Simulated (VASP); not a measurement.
## CuCl: single point with PBEsol+U

The system is CuCl.

```
Cu Cl
1.0
     0.00000    2.67824    2.67824
     2.67824    0.00000    2.67824
     2.67824    2.67824    0.00000
Cu Cl
1 1
Direct
  0.00000 0.00000 0.00000
  0.75000 0.75000 0.75000
```

```
Program                : VASP 6.6.1
Task                   : single point
Functional             : PBEsol
Potentials or basis    : VASP PAW PBE potentials, release 64 (Cu_sv_GW, Cl)
Cutoff                 : 820 eV
k mesh                 : 12 × 12 × 12
Occupations            : gaussian, width 0.05 eV
Spin                   : no spin polarisation
Hubbard terms          : Cu d U = 5.0 eV
Dipole correction      : no
Further INCAR settings : ALGO = Normal; EDIFF = 1e-06; NBANDS = 20
```

```json
{"Pressure": "-1.3 GPa", "Band gap on the k mesh": "1.32 eV"}
```

Levels at points of the mesh, in eV from the valence-band top:
```tsv
k point	band 11	band 12	band 13	band 14	band 15	band 16
(0.00, 0.00, 0.00)	0.00	0.00	0.00	1.33	7.54	7.54
(0.50, 0.00, 0.00)	-1.74	-0.65	-0.65	3.70	7.56	7.89
(0.50, 0.50, 0.00)	-1.64	-1.39	-1.39	3.95	5.25	9.55
```

Eigenvalues of the final occupation matrices:
| site | spin | trace | eigenvalues |
| --- | --- | --- | --- |
| site 1 d | 1 | 4.62 | 0.92 0.92 0.93 0.93 0.93 |
| site 1 d | 2 | 4.62 | 0.92 0.92 0.93 0.93 0.93 |

Wall time 94 s on 1 thread of Intel(R) Xeon(R) Platinum 8259CL CPU @ 2.50GHz (Skylake/Cascade Lake), with other jobs on the host, peak memory 0.29 GiB.

Caveat: the PAW data sets were made with another functional, which shifts forces and pressure a little. A k mesh can miss the band edges.
